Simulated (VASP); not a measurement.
Si3Sn, 4 atoms in the cell. It takes space group P-4m2 (No. 115, tetragonal). The conventional cell has a = 4.038 Å, b = 4.038 Å, c = 5.749 Å, α = 90.00°, β = 90.00°, γ = 90.00°. Within 3.2 Å of Si (site symmetry 2mm) lie 2 Si at 2.40 Å and 2 Sn at 2.56 Å. Within 3.2 Å of Si (site symmetry -4m2) lie 4 Si at 2.40 Å. Within 3.4 Å of Sn (site symmetry -4m2) lie 4 Si at 2.56 Å. 

| Property | Result |
| --- | --- |
| Program | VASP 6.6.1 |
| Task | single point |
| Functional | r2SCAN |
| Potentials or basis | VASP PAW PBE potentials, release 64 (Si, Sn_d) |
| Cutoff | 520 eV |
| k mesh | 6 × 6 × 4 |
| Occupations | gaussian, width 0.01 eV |
| Spin | no spin polarisation |
| Dipole correction | no |
| Further INCAR settings | ALGO = Normal; EDIFF = 1e-07; NBANDS = 21 |

Potentials or basis: VASP PAW PBE potentials, release 64 (Si, Sn_d).

Run with:

```sh
$ cat potpaw_PBE.64/Si/POTCAR potpaw_PBE.64/Sn_d/POTCAR > POTCAR
$ cp INCAR.step1 INCAR
$ mpirun -np 1 vasp_std > vasp.out
$ cp INCAR.step2 INCAR
$ mpirun -np 1 vasp_std > vasp.out
```

Hardware: 1 thread of Intel(R) Xeon(R) 6975P-C (Granite Rapids), with other jobs on the host.

How long does it take, and how much memory?

Run time: 78 s on 1 thread of Intel(R) Xeon(R) 6975P-C (Granite Rapids), on a shared host, peak memory 0.23 GiB. Counts: k points 30.
